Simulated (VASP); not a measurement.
# ScF (R-3m) in VASP: a series of runs

ScF is run at these levels: PBE+D3(BJ); tasks: single point.

Everything below comes from runs of VASP 6.6.1. Logs are shortened: lines on timing, memory, paths and dates and some standing lists are left out, and cuts for length are marked.

**1. The cell of the first run**

The structure is trigonal, space group R-3m (No. 166). The conventional cell has a = 3.316 Å, b = 3.316 Å, c = 19.905 Å, α = 90.00°, β = 90.00°, γ = 120.00°. Within 2.9 Å of Sc (site symmetry 3m) lie 3 F at 2.19 Å. F (site symmetry 3m) has 3 Sc at 2.19 Å and 3 F at 2.77 Å within 2.9 Å.

**2. Single point, PBE+D3(BJ)**

The input, INCAR:

```
PREC     = Accurate       # precision mode
ENCUT    = 520            # plane-wave cutoff, eV
EDIFF    = 1E-7           # SCF threshold, eV
ISMEAR   = 0              # smearing method
SIGMA    = 0.1            # smearing width, eV
LREAL    = F              # projectors in reciprocal space
LASPH    = T              # aspherical terms in the spheres
NELM     = 100            # most SCF steps
ALGO     = Normal         # electronic algorithm
ISIF     = 2              # what is computed and relaxed
LWAVE    = F              # write WAVECAR
LCHARG   = F              # write CHGCAR
GGA      = PE             # functional
IVDW     = 12             # dispersion correction
NBANDS   = 26             # bands
```

The input, KPOINTS:

```
Automatic mesh
0
Gamma
  15 15 15
```

The input, POSCAR:

```
ScF
1.0
    1.6581604702      0.9573393939      6.6350092528
   -1.6581604702      0.9573393939      6.6350092528
    0.0000000000     -1.9146787877      6.6350092528
Sc F
2 2
Direct
    0.2302055783      0.2302055783      0.2302055783
    0.7697944217      0.7697944217      0.7697944217
    0.3835259495      0.3835259495      0.3835259495
    0.6164740505      0.6164740505      0.6164740505
```

Potentials or basis: VASP PAW PBE potentials, release 64 (Sc_sv, F).

On the command line:

```
cat potpaw_PBE.64/Sc_sv/POTCAR potpaw_PBE.64/F/POTCAR > POTCAR
mpirun -np 1 vasp_std > vasp.out
```

OUTCAR:

```text
PREC = Accurate
   ENCUT = 520
   EDIFF = 1E-7
   ISMEAR = 0
   LREAL = F
   LASPH = T
   NELM = 100
   ISIF = 2
   GGA = PE
   IVDW = 12
 IVDW          = 12

 ion  position               nearest neighbor table
   1  0.230  0.230  0.230-   4 2.19   4 2.19   4 2.19   2 3.17   2 3.17   2 3.17
   2  0.770  0.770  0.770-   3 2.19   3 2.19   3 2.19   1 3.17   1 3.17   1 3.17
   3  0.384  0.384  0.384-   2 2.19   2 2.19   2 2.19
   4  0.616  0.616  0.616-   1 2.19   1 2.19   1 2.19

  LATTYP: Found a trigonal (rhomboedric) cell.
 ALAT       =     6.9057470736
 COS(alpha) =     0.8846913800

  Lattice vectors:

 A1 = (   1.6581604702,   0.9573393939,   6.6350092528)
 A2 = (  -1.6581604702,   0.9573393939,   6.6350092528)
 A3 = (   0.0000000000,  -1.9146787877,   6.6350092528)

Analysis of symmetry for initial positions (statically):
=====================================================================
 Subroutine PRICEL returns:
 Original cell was already a primitive cell.

 Routine SETGRP: Setting up the symmetry group for a
 trigonal (rhombohedral) supercell.

 Subroutine GETGRP returns: Found 12 space group operations
 (whereof 12 operations were pure point group operations)
 out of a pool of 12 trial point group operations.

The static configuration has the point symmetry D_3d.

Analysis of symmetry for dynamics (positions and initial velocities):
=====================================================================
 Subroutine PRICEL returns:
 Original cell was already a primitive cell.

 Routine SETGRP: Setting up the symmetry group for a
 trigonal (rhombohedral) supercell.

 Subroutine GETGRP returns: Found 12 space group operations
 (whereof 12 operations were pure point group operations)
 out of a pool of 12 trial point group operations.

The dynamic configuration has the point symmetry D_3d.

 Subroutine INISYM returns: Found 12 space group operations
 (whereof 12 operations are pure point group operations),
 and found     1 'primitive' translations

----------------------------------------------------------------------------------------

                                     Primitive cell

  volume of cell :      63.1954

  direct lattice vectors                    reciprocal lattice vectors
     1.658160470  0.957339394  6.635009253     0.301538970  0.174093605  0.050238563
    -1.658160470  0.957339394  6.635009253    -0.301538970  0.174093605  0.050238563
     0.000000000 -1.914678788  6.635009253     0.000000000 -0.348187211  0.050238563

  length of vectors
     6.905747074  6.905747074  6.905747074     0.351792904  0.351792904  0.351792904

  position of ions in fractional coordinates (direct lattice)
     0.230205578  0.230205578  0.230205578
     0.769794422  0.769794422  0.769794422
     0.383525949  0.383525949  0.383525949
     0.616474051  0.616474051  0.616474051

  ion indices of the primitive-cell ions
   primitive index   ion index
                 1           1
                 2           2
                 3           3
                 4           4

----------------------------------------------------------------------------------------

 KPOINTS: Automatic mesh

Automatic generation of k-mesh.
 Grid dimensions read from file:
 generate k-points for:   15   15   15

 Generating k-lattice:

  Cartesian coordinates                     Fractional coordinates (reciprocal lattice)
     0.020102598  0.011606240  0.003349238     0.066666667 -0.000000000 -0.000000000
    -0.020102598  0.011606240  0.003349238    -0.000000000  0.066666667 -0.000000000
     0.000000000 -0.023212481  0.003349238     0.000000000  0.000000000  0.066666667

  Length of vectors
     0.023452860  0.023452860  0.023452860

  Shift w.r.t. Gamma in fractional coordinates (k-lattice)
     0.000000000  0.000000000  0.000000000

 Subroutine IBZKPT returns following result:
 ===========================================

 Found    344 irreducible k-points:

 Following reciprocal coordinates:
            Coordinates               Weight
  0.000000  0.000000  0.000000      1.000000
  0.066667  0.000000  0.000000      6.000000
  0.133333 -0.000000  0.000000      6.000000
  0.200000  0.000000  0.000000      6.000000
  0.266667 -0.000000  0.000000      6.000000
  0.333333  0.000000  0.000000      6.000000
[... 16 lines left out ...]
  0.133333  0.133333  0.000000      6.000000
  0.200000  0.133333  0.000000     12.000000
 [... further k-points ...]
   k-points           NKPTS =    344   k-points in BZ     NKDIM =    344   number of bands    NBANDS=     26
   number of dos      NEDOS =    301   number of ions     NIONS =      4
   total plane-waves  NPLWV = 157464
   dimension x,y,z NGX =    54 NGY =   54 NGZ =   54
   dimension x,y,z NGXF=   108 NGYF=  108 NGZF=  108
   ions per type =               2   2
   NGX,Y,Z   is equivalent  to a cutoff of  13.00, 13.00, 13.00 a.u.
   NGXF,Y,Z  is equivalent  to a cutoff of  26.00, 26.00, 26.00 a.u.
 SYSTEM =  unknown system
   PREC   = accura    normal or accurate (medium, high low for compatibility)
   ISTART =      0    job   : 0-new  1-cont  2-samecut
   ICHARG =      2    charge: 1-file 2-atom 10-const
   ISPIN  =      1    spin polarized calculation?
   LNONCOLLINEAR =      F non collinear calculations
   LSORBIT =      F    spin-orbit coupling
   LASPH  =      T    aspherical Exc in radial PAW
   ENCUT  =  520.0 eV  38.22 Ry    6.18 a.u.  12.84 12.84 12.84*2*pi/ulx,y,z
   NELM   =    100;   NELMIN=  2; NELMDL= -5     # of ELM steps
   EDIFF  = 0.1E-06   stopping-criterion for ELM
   LREAL  =      F    real-space projection
   EDIFFG = 0.1E-05   stopping-criterion for IOM
   NSW    =      0    number of steps for IOM
   IBRION =     -1    ionic relax: 0-MD 1-quasi-New 2-CG
   NFREE  =      0    steps in history (QN), initial steepest desc. (CG)
   ISIF   =      2    stress and relaxation
   ISYM   =      2    0-nonsym 1-usesym 2-fastsym
   POTIM  = 0.5000    time-step for ionic-motion
   TEBEG  =    0.0;   TEEND  =   0.0 temperature during run
   PSTRESS=    0.0 pullay stress
   NELECT =      36.0000    total number of electrons
   NUPDOWN=      -1.0000    fix difference up-down
   EMIN   =  10.00;   EMAX   =-10.00  energy-range for DOS
   EFERMI =   0.00;   METHOD = LEGACY
   ISMEAR =     0;   SIGMA  =   0.10  broadening in eV -4-tet -1-fermi 0-gaus
   EFERMI_NEDOS =   21; number of points for ismear=-14 and -15
   IALGO  =     38    algorithm
   IMIX   =      4    mixing-type and parameters
     AMIX     =   0.40;   BMIX     =  1.00
     AMIX_MAG =   1.60;   BMIX_MAG =  1.00
  volume/ion in A,a.u.               =      15.80       106.62
  Fermi-wavevector in a.u.,A,eV,Ry     =   1.357106  2.564559 25.058365  1.841738
  Thomas-Fermi vector in A             =   2.484053
   LORBIT       =      0    0 simple, 1 ext, 2 COOP (PROOUT), +10 PAW based schemes
   GGA     = PE    functional components
   LHFCALC =     F    Hartree Fock is set to
   AEXX    =    0.0000 exact exchange contribution
   IVDW    =    12    specifies the selected vdW correction
   LEPSILON=     F    determine dielectric tensor
   LRPA    =     F    only Hartree local field effects (RPA)
 non-spin polarized calculation
 Gauss-broadening in eV      SIGMA  =   0.10
  energy-cutoff  :      520.00
  volume of cell :       63.20
 maximum number of plane-waves:      1720
 NGX is ok and might be reduce to    54
   NGX = 25   NGY = 25   NGZ = 25

 number of electron      36.0000003 magnetization

 Free energy of the ion-electron system (eV)
  ---------------------------------------------------
  ext. energy  EPLUGINS =         0.00000000
  ---------------------------------------------------
  free energy    TOTEN  =       -25.94822644 eV

  energy without entropy =      -25.91713746  energy(sigma->0) =      -25.93268195

 E-fermi :   4.4113     XC(G=0):  -9.9987

 val. band max:        4.4101169802   @ k =  -0.3333  -0.4667   0.2000
 cond. band min:       4.4122264899   @ k =  -0.3333   0.4667   0.2000
 fundamental gap:      0.0021095097
 Fermi energy:         4.4112623305

 k-point     1 :       0.0000    0.0000    0.0000
  band No.  band energies     occupation
      1     -45.5209      2.00000
      2     -45.4812      2.00000
      3     -24.4691      2.00000
      4     -24.2033      2.00000
      5     -24.0284      2.00000
      6     -24.0284      2.00000
[... 18 lines left out ...]
     25       6.8811      0.00000
     26       7.7072      0.00000

 k-point     2 :       0.0667    0.0000    0.0000
  band No.  band energies     occupation
      1     -45.5188      2.00000
      2     -45.4799      2.00000
      3     -24.4617      2.00000
      4     -24.2228      2.00000
      5     -24.0321      2.00000
      6     -24.0291      2.00000
[... 18 lines left out ...]
     25       6.9216      0.00000
     26       7.3968      0.00000

 k-point     3 :       0.1333   -0.0000    0.0000
  band No.  band energies     occupation
      1     -45.5129      2.00000
      2     -45.4763      2.00000
      3     -24.4423      2.00000
      4     -24.2760      2.00000
      5     -24.0851      2.00000
      6     -24.0425      2.00000
[... 18 lines left out ...]
     25       7.0301      0.00000
     26       7.1676      0.00000

 k-point     4 :       0.2000    0.0000    0.0000
  band No.  band energies     occupation
      1     -45.5040      2.00000
      2     -45.4711      2.00000
      3     -24.4246      2.00000
      4     -24.3482      2.00000
      5     -24.1691      2.00000
      6     -24.0576      2.00000
[... 18 lines left out ...]
     25       7.1439      0.00000
     26       7.1787      0.00000

 k-point     5 :       0.2667   -0.0000    0.0000
  band No.  band energies     occupation
      1     -45.4936      2.00000
      2     -45.4654      2.00000
      3     -24.4561      2.00000
      4     -24.4097      2.00000
      5     -24.2214      2.00000
      6     -24.0745      2.00000
[... 18 lines left out ...]
     25       7.3398      0.00000
     26       7.3779      0.00000

 k-point     6 :       0.3333    0.0000    0.0000
  band No.  band energies     occupation
      1     -45.4831      2.00000
      2     -45.4604      2.00000
      3     -24.5251      2.00000
      4     -24.4780      2.00000
      5     -24.2073      2.00000
      6     -24.0905      2.00000
[... 427 lines left out ...]
 k-point    21 :      -0.1333    0.0667    0.0000
  band No.  band energies     occupation
      1     -45.5075      2.00000
      2     -45.4730      2.00000
      3     -24.4302      2.00000
      4     -24.3200      2.00000
      5     -24.1383      2.00000
      6     -24.0484      2.00000
[... 18 lines left out ...]
     25       7.1153      0.00000
     26       7.2257      0.00000

 k-point    22 :      -0.0667    0.0667    0.0000
  band No.  band energies     occupation
      1     -45.5148      2.00000
      2     -45.4774      2.00000
      3     -24.4490      2.00000
      4     -24.2581      2.00000
      5     -24.0654      2.00000
      6     -24.0336      2.00000
[... 18 lines left out ...]
     25       6.9823      0.00000
     26       7.2400      0.00000

 k-point    23 :       0.1333    0.1333    0.0000
  band No.  band energies     occupation
      1     -45.5129      2.00000
      2     -45.4763      2.00000
      3     -24.4419      2.00000
      4     -24.2758      2.00000
      5     -24.0850      2.00000
      6     -24.0427      2.00000
[... 18 lines left out ...]
     25       7.0312      0.00000
     26       7.3198      0.00000

 k-point    24 :       0.2000    0.1333    0.0000
  band No.  band energies     occupation
      1     -45.5074      2.00000
      2     -45.4730      2.00000
      3     -24.4298      2.00000
      4     -24.3190      2.00000
      5     -24.1389      2.00000
      6     -24.0484      2.00000
[... 18 lines left out ...]
     25       7.1018      0.00000
     26       7.3790      0.00000

 [... further k-points ...]

------------------------ aborting loop because EDIFF is reached ----------------------------------------

 Edisp (eV)   -0.87266

 E8    (eV) :    -0.3826

  FORCE on cell =-STRESS in cart. coord.  units (eV):
  Direction    XX          YY          ZZ          XY          YZ          ZX
  --------------------------------------------------------------------------------------
  -------------------------------------------------------------------------------------
  Total       0.13008     0.13008    -0.00099     0.00000    -0.00000     0.00000
  in kB       3.29783     3.29783    -0.02512     0.00000    -0.00000     0.00000
  external pressure =        2.19 kB  Pullay stress =        0.00 kB

 VOLUME and BASIS-vectors are now :
 -----------------------------------------------------------------------------
  energy-cutoff  :      520.00
  volume of cell :       63.20
      direct lattice vectors                 reciprocal lattice vectors
     1.658160470  0.957339394  6.635009253     0.301538970  0.174093605  0.050238563
    -1.658160470  0.957339394  6.635009253    -0.301538970  0.174093605  0.050238563
     0.000000000 -1.914678788  6.635009253     0.000000000 -0.348187211  0.050238563

 POSITION                                       TOTAL-FORCE (eV/Angst)
 -----------------------------------------------------------------------------------
      0.00000      0.00000      4.58225         0.000000     -0.000000     -0.038893
      0.00000      0.00000     15.32278         0.000000      0.000000      0.038893
      0.00000      0.00000      7.63409         0.000000     -0.000000     -0.048124
      0.00000      0.00000     12.27093         0.000000      0.000000      0.048124
 -----------------------------------------------------------------------------------
    total drift:                               -0.000000      0.000000     -0.000000

  FREE ENERGIE OF THE ION-ELECTRON SYSTEM (eV)
  ---------------------------------------------------
  free  energy   TOTEN  =       -26.8208879882 eV

  energy  without entropy=      -26.7897990018  energy(sigma->0) =      -26.80534350
```

Run time: 24 min. Hardware: 1 thread of Intel Xeon 6975P-C (Granite Rapids), shared host; peak memory 0.7 GiB.

What came out:

| Item | Value |
| --- | --- |
| Free energy | -26.8209 eV |
| Pressure | 0.2 GPa |
| Largest force | 0.048 eV/Å |
| Band gap on the k mesh | zero (bands 18 and 19 overlap by 0.53 eV) |
| Dispersion energy per atom | -0.218 eV |

Forces in eV/Å, atoms in the order of the input:
```
Sc   0.000  0.000 -0.039
Sc   0.000  0.000  0.039
F    0.000  0.000 -0.048
F    0.000  0.000  0.048
```

Levels at points of the mesh, in eV from the Fermi level:
| k point | band 15 | band 16 | band 17 | band 18 | band 19 | band 20 | band 21 | band 22 |
| --- | --- | --- | --- | --- | --- | --- | --- | --- |
| (0.00, 0.00, 0.00) | -7.36 | -7.10 | -2.86 | 0.15 | 1.58 | 1.58 | 2.08 | 2.15 |

**3. Single point, PBE+D3(BJ)**

This run uses another cell than the first one, of 15.19 Å³/atom.

The input, INCAR:

```
SYSTEM = ScF
ALGO = Normal
EDIFF = 1E-6
ENCUT = 520
GGA = PE
ISIF = 2
ISMEAR = 0
IVDW = 12
LASPH = .True.
LCHARG = .True.
LELF = .True.
LREAL = .False.
LVHAR = .True.
LWAVE = .False.
NBANDS = 26
NELM = 100
PREC = Accurate
SIGMA = 0.1
```

The input, KPOINTS:

```
k-points
0
Gamma
  9 9 9
  0 0 0
```

The input, POSCAR:

```
ScF
1.0
    1.5066698263      0.8698762298      7.7249480882
   -1.5066698263      0.8698762298      7.7249480882
    0.0000000000     -1.7397524596      7.7249480882
Sc F
2 2
Direct
    0.2137000000      0.2137000000      0.2137000000
    0.7863000000      0.7863000000      0.7863000000
    0.3914000000      0.3914000000      0.3914000000
    0.6086000000      0.6086000000      0.6086000000
```

Potentials or basis: VASP PAW PBE potentials, release 64 (Sc_sv, F).

On the command line:

```
cat potpaw_PBE.64/Sc_sv/POTCAR potpaw_PBE.64/F/POTCAR > POTCAR
mpirun -np 1 vasp_std > vasp.out
```

Run time: 5.8 min. Hardware: 1 thread of Intel Xeon 6975P-C (Granite Rapids), shared host; peak memory 0.51 GiB.

Results (log left out):

```yaml
Free_energy: -25.5076 eV
Pressure: 8.1 GPa
Largest_force: 4.256 eV/Å
Band_gap_on_the_k_mesh: zero (bands 18 and 19 overlap by 0.13 eV)
Dispersion_energy_per_atom: -0.227 eV
```

Forces in eV/Å, atoms in the order of the input:
```
Sc   0.000  0.000  4.256
Sc   0.000  0.000 -4.256
F    0.000  0.000  1.489
F    0.000  0.000 -1.489
```

Stress tensor (GPa, compression positive):
```
10.57  0.00  0.00
 0.00 10.57  0.00
 0.00  0.00  3.08
```

Levels at points of the mesh, in eV from the Fermi level:
```tsv
k point	band 15	band 16	band 17	band 18	band 19	band 20	band 21	band 22
(0.00, 0.00, 0.00)	-4.31	-4.31	-2.40	-0.43	1.96	1.96	2.49	2.49
```

Caveat: the cell stands under pressure; forces of over 1 eV/Å act on the atoms, so gaps and moduli don't describe the material at rest.
